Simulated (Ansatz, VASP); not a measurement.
One calculation of BaTiO3, two programs

```
CELL_PARAMETERS angstrom
4.00822 0.00000 0.00000
0.00000 2.87328 2.88592
0.00000 -2.87328 2.88592
ATOMIC_POSITIONS crystal
Ba 0.00000 0.06005 0.06005
Ti 0.50000 0.51971 0.51971
O 0.00000 0.49163 0.49163
O 0.50000 0.49381 0.98300
O 0.50000 0.98300 0.49381
```

Change from the starting cell: all Ba atoms moved +0.300 Å, as atom 1 along Cartesian [0 0 1].

Alike in both runs: task single point; functional PBE; k mesh 6 × 6 × 6; occupations gaussian, width 0.05 eV; no spin polarisation; Hubbard terms Ti d U = 4.0 eV.

|  | VASP | Ansatz |
| --- | --- | --- |
| version | VASP 6.6.1 | Ansatz 0.2.0 |
| potentials or method | VASP PAW PBE potentials, release 64 (Ba_sv, Ti_sv, O), cutoff 520 eV | scalar-relativistic, plane waves, PAW |
| valence electrons in the cell | 40 | 40 |

VASP gave:

| Quantity | Value |
| --- | --- |
| gap on the k mesh at the Fermi level (eV) | 2.59 |
| least direct gap on the mesh (eV) | 3.03 |
| pressure (GPa) | 6.8 |
| traceless stress, the component that is largest in VASP (GPa) | 2.91 |
| rms of the force components (eV/Å) | 0.674 |

What did Ansatz give for the same quantities?

gap on the k mesh at the Fermi level (eV): 2.58; least direct gap on the mesh (eV): 3.01; pressure (GPa): 3.1; traceless stress, the component that is largest in VASP (GPa): 2.68; rms of the force components (eV/Å): 0.606.

The programs project onto different local orbitals, so the same U acts differently, and such runs can settle in different states. Atom by atom the forces differ by 0.231 eV/Å (rms over components).

Spin-orbit coupling is off throughout.
